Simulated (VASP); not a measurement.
# AlAs2 (Fm-3m) in VASP: a series of runs, part 2 of 2

VASP 6.6.1.

## Step 5: Single point, r2SCAN

This run uses another cell than the first one, of 20.25 Å³/atom, 1.096 times its volume.

Contents of POSCAR:

```
AlAs2
1.0
    0.0000000000      3.1201190510      3.1201190510
    3.1201190510      0.0000000000      3.1201190510
    3.1201190510      3.1201190510      0.0000000000
Al As
1 2
Direct
    0.0000000000      0.0000000000      0.0000000000
    0.2500000000      0.2500000000      0.2500000000
    0.7500000000      0.7500000000      0.7500000000
```

Contents of INCAR.step1:

```
  ALGO = Normal
  EDIFF = 1E-4
  ENCUT = 520
  GGA = PE
  ISMEAR = 0
  LASPH = True
  LCHARG = False
  LREAL = False
  LWAVE = True
  NBANDS = 14
  NELM = 60
  PREC = Accurate
  SIGMA = 0.1
```

Contents of INCAR.step2:

```
  ALGO = Normal
  EDIFF = 1E-6
  ENCUT = 520
  ISIF = 2
  ISMEAR = 0
  ISTART = 1
  LASPH = True
  LCHARG = False
  LMIXTAU = True
  LREAL = False
  LWAVE = False
  METAGGA = R2SCAN
  NBANDS = 14
  NELM = 60
  PREC = Accurate
  SIGMA = 0.1
```

Contents of KPOINTS:

```
k-points
0
Gamma
  14 14 14
```

Potentials or basis: VASP PAW PBE potentials, release 64 (Al, As).

Started as:

```sh
> cat potpaw_PBE.64/Al/POTCAR potpaw_PBE.64/As/POTCAR > POTCAR
> cp INCAR.step1 INCAR
> mpirun -np 1 vasp_std > vasp.out
> cp INCAR.step2 INCAR
> mpirun -np 1 vasp_std > vasp.out
```

OUTCAR:

```text
EDIFF = 1E-6
   ENCUT = 520
   ISIF = 2
   ISMEAR = 0
   ISTART = 1
   LASPH = True
   LREAL = False
   METAGGA = R2SCAN
   NELM = 60
   PREC = Accurate

 ion  position               nearest neighbor table
   1  0.000  0.000  0.000-   2 2.70   3 2.70   3 2.70   3 2.70   3 2.70   2 2.70   2 2.70   2 2.70

   2  0.250  0.250  0.250-   1 2.70   1 2.70   1 2.70   1 2.70
   3  0.750  0.750  0.750-   1 2.70   1 2.70   1 2.70   1 2.70

  LATTYP: Found a face centered cubic cell.
 ALAT       =     6.2402381020

  Lattice vectors:

 A1 = (   0.0000000000,   3.1201190510,   3.1201190510)
 A2 = (   3.1201190510,   0.0000000000,   3.1201190510)
 A3 = (   3.1201190510,   3.1201190510,   0.0000000000)

Analysis of symmetry for initial positions (statically):
=====================================================================
 Subroutine PRICEL returns:
 Original cell was already a primitive cell.

 Routine SETGRP: Setting up the symmetry group for a
 face centered cubic supercell.

 Subroutine GETGRP returns: Found 48 space group operations
 (whereof 48 operations were pure point group operations)
 out of a pool of 48 trial point group operations.

The static configuration has the point symmetry O_h .

Analysis of symmetry for dynamics (positions and initial velocities):
=====================================================================
 Subroutine PRICEL returns:
 Original cell was already a primitive cell.

 Routine SETGRP: Setting up the symmetry group for a
 face centered cubic supercell.

 Subroutine GETGRP returns: Found 48 space group operations
 (whereof 48 operations were pure point group operations)
 out of a pool of 48 trial point group operations.

The dynamic configuration has the point symmetry O_h .

 Subroutine INISYM returns: Found 48 space group operations
 (whereof 48 operations are pure point group operations),
 and found     1 'primitive' translations
[... 120 lines left out ...]
  Thomas-Fermi vector in A             =   2.110043
   LORBIT       =      0    0 simple, 1 ext, 2 COOP (PROOUT), +10 PAW based schemes
   METAGGA = R2SCAN    functional components
   LHFCALC =     F    Hartree Fock is set to
   AEXX    =    0.0000 exact exchange contribution
   IVDW    =     0    specifies the selected vdW correction
   LEPSILON=     F    determine dielectric tensor
   LRPA    =     F    only Hartree local field effects (RPA)
 non-spin polarized calculation
 Gauss-broadening in eV      SIGMA  =   0.10
  energy-cutoff  :      520.00
  volume of cell :       60.75
 maximum number of plane-waves:      1660
 NGX is ok and might be reduce to    36
   NGX = 17   NGY = 17   NGZ = 17

 number of electron      12.9999999 magnetization

 Free energy of the ion-electron system (eV)
  ---------------------------------------------------
  ext. energy  EPLUGINS =         0.00000000
  ---------------------------------------------------
  free energy    TOTEN  =       -35.68539513 eV

  energy without entropy =      -35.67616117  energy(sigma->0) =      -35.68077815

 E-fermi :   5.7644     XC(G=0): -10.4250

 val. band max:        5.7616474443   @ k =   0.4286   0.3571   0.0000
 cond. band min:       5.7765050471   @ k =   0.2857   0.1429   0.0000
 fundamental gap:      0.0148576028
 Fermi energy:         5.7644336005

 k-point     1 :       0.0000    0.0000    0.0000
  band No.  band energies     occupation
      1      -8.7945      2.00000
      2      -2.5776      2.00000
      3       2.5765      2.00000
      4       2.5765      2.00000
      5       2.5765      2.00000
      6       5.3540      2.00000
      7       5.3540      2.00000
      8       5.3540      2.00000
      9       7.2658      0.00000
     10       8.8301      0.00000
     11       8.8301      0.00000
     12       8.8301      0.00000
     13      11.1785      0.00000
     14      11.1785      0.00000
[... 377 lines left out ...]
      1      -8.0451      2.00000
      2      -3.9206      2.00000
      3       1.1898      2.00000
      4       1.6046      2.00000
      5       2.2475      2.00000
      6       4.4809      2.00000
      7       5.7765      0.86445
      8       5.9351      0.01580
      9       7.3576      0.00000
     10      10.3814      0.00000
     11      10.5259      0.00000
     12      10.8402      0.00000
     13      12.8722      0.00000
     14      14.9349      0.00000

 [... further k-points ...]
[... 5 lines left out ...]
  --------------------------------------------------------------------------------------
  -------------------------------------------------------------------------------------
  Total       -0.0421014     -0.0421014     -0.0421014      0.0000000     -0.0000000      0.0000000
  in kB       -1.1103597     -1.1103597     -1.1103597      0.0000000     -0.0000000      0.0000000
  external PRESSURE =      -1.1103597 kB  Pullay stress =       0.0000000 kB

 VOLUME and BASIS-vectors are now :
 -----------------------------------------------------------------------------
  energy-cutoff  :      520.00
  volume of cell :       60.75
      direct lattice vectors                 reciprocal lattice vectors
     0.000000000  3.120119051  3.120119051    -0.160250296  0.160250296  0.160250296
     3.120119051  0.000000000  3.120119051     0.160250296 -0.160250296  0.160250296
     3.120119051  3.120119051  0.000000000     0.160250296  0.160250296 -0.160250296

 POSITION                                       TOTAL-FORCE (eV/Angst)
 -----------------------------------------------------------------------------------
      0.00000      0.00000      0.00000         0.000000     -0.000000     -0.000000
      1.56006      1.56006      1.56006        -0.000000     -0.000000      0.000000
      4.68018      4.68018      4.68018         0.000000      0.000000     -0.000000
 -----------------------------------------------------------------------------------
    total drift:                                0.000000      0.000000      0.000000

  FREE ENERGIE OF THE ION-ELECTRON SYSTEM (eV)
  ---------------------------------------------------
  free  energy   TOTEN  =       -35.6853951290 eV

  energy  without entropy=      -35.6761611741  energy(sigma->0) =      -35.68077815
```

Run time: 3.9 min. Hardware: 1 thread of AMD EPYC 9R45 (Zen 5), shared host; peak memory 0.24 GiB.

What came out:

* Free energy: -35.6854 eV
* Pressure: -0.1 GPa

Levels at points of the mesh, in eV from the Fermi level:
```tsv
k point	band 4	band 5	band 6	band 7	band 8	band 9	band 10	band 11
(0.00, 0.00, 0.00)	-3.19	-3.19	-0.41	-0.41	-0.41	1.50	3.07	3.07
(0.50, 0.00, 0.00)	-3.12	-3.12	-2.11	-2.11	-1.78	5.10	6.25	6.25
(0.50, 0.50, 0.00)	-5.33	-5.33	-0.33	2.22	2.22	3.85	6.17	7.97
```

Caveat: the PAW data sets were made with another functional, which shifts forces and pressure a little.

## Step 6: The runs side by side

| task | cell | k mesh | cutoff (eV) | gap on the mesh (eV) | pressure (GPa) |
| --- | --- | --- | --- | --- | --- |
| single point | a = 4.280 Å, angles 60.0°, 3 atoms | 6 × 6 × 6 | 520 | none | 8.1 |
| single point | a = 4.411 Å, angles 60.0°, 3 atoms | 6 × 6 × 6 | 520 | none | -0.2 |
| relaxation of cell and atoms | relaxed from a = 4.280 Å, angles 60.0°, 3 atoms | 6 × 6 × 6 | 600 | none | 0.0 |
| single point | a = 4.413 Å, angles 60.0°, 3 atoms | 14 × 14 × 14 | 520 | none | -0.1 |

Alike in all rows: level r2SCAN; potentials or basis VASP PAW PBE potentials, release 64 (Al, As); no spin polarisation; smearing gaussian 0.1 eV.

Caveats: the PAW data sets were made with another functional, which shifts forces and pressure a little.

Total energies depend on the potentials used, so only differences within one code and one set of settings carry meaning.
